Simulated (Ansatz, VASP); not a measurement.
## TiSi: VASP beside Ansatz

```xyz
8
Lattice="6.4041 0.0000 0.0000 0.0000 3.5809 0.0000 0.0000 0.0000 4.8385" Properties=species:S:1:pos:R:3 pbc="T T T"
Ti    4.3291    0.8952    1.7970
Ti    2.0750    2.6857    3.0416
Ti    5.2770    2.6857    4.2162
Ti    1.1271    0.8952    0.6223
Si    3.4831    0.8952    4.1386
Si    2.9210    2.6857    0.6999
Si    6.1231    2.6857    1.7194
Si    0.2811    0.8952    3.1192
```

Change from the starting cell: strain -0.015 along x and y, -0.030 along z, atoms carried along.

Alike in both runs: task single point; functional r2SCAN; k mesh 6 × 12 × 8; occupations gaussian, width 0.15 eV; no spin polarisation.

|  | VASP | Ansatz |
| --- | --- | --- |
| version | VASP 6.6.1 | Ansatz 0.2.0 |
| potentials or method | VASP PAW PBE potentials, release 64 (Ti_sv, Si), cutoff 520 eV | scalar-relativistic, plane waves, PAW |
| valence electrons in the cell | 64 | 64 |

```csv
,VASP,Ansatz,Ansatz less VASP
gap on the k mesh at the Fermi level (eV),none,none,-
pressure (GPa),11.3,10.9,-0.41
"traceless stress, the component that is largest in VASP (GPa)",4.17,4.13,-0.044
rms of the force components (eV/Å),0.048,0.052,+0.0032
```

VASP's potentials were made for PBE, not for r2SCAN. Atom by atom the forces differ by 0.005 eV/Å (rms over components). A gap of «none» marks a metal or a gap that the smearing closes. With one functional, cell and mesh, what is left measures potentials, basis and numerics.
